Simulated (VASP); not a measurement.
A run of VASP 6.6.1:

The input INCAR:

```
ALGO = Normal ; EDIFF = 1E-7
EDIFFG = -0.005 ; ENCUT = 600
GGA = PE ; IBRION = 2
ISIF = 3 ; ISMEAR = -1
LASPH = T ; LCHARG = F
LREAL = F ; LWAVE = F
NELM = 60 ; NSW = 60
PREC = Accurate ; PSTRESS = 110.0
SIGMA = 0.05
```

Contents of KPOINTS:

```
k-points
0
Gamma
  15 15 14
```

File POSCAR:

```
Zr
1.0
    2.9957481448      0.0000000000      0.0000000000
   -1.4978740724      2.5943939968      0.0000000000
    0.0000000000      0.0000000000      2.8160032562
Zr
1
Direct
    0.0000000000      0.0000000000      0.0000000000
```

Potentials or basis: VASP PAW PBE potentials, release 64 (Zr_sv).

Command:

```sh
$ cat potpaw_PBE.64/Zr_sv/POTCAR > POTCAR
$ mpirun -np 1 vasp_std > vasp.out
```

Hardware: 1 thread of Intel(R) Xeon(R) 6975P-C (Granite Rapids), with other jobs on the host.

Task: How long does it take, and how much memory?

Result: It took 75 s on 1 thread of Intel(R) Xeon(R) 6975P-C (Granite Rapids), with other jobs on the host, peak memory 0.19 GiB. Counts: scf iterations 68, k points 216, ion steps 7.
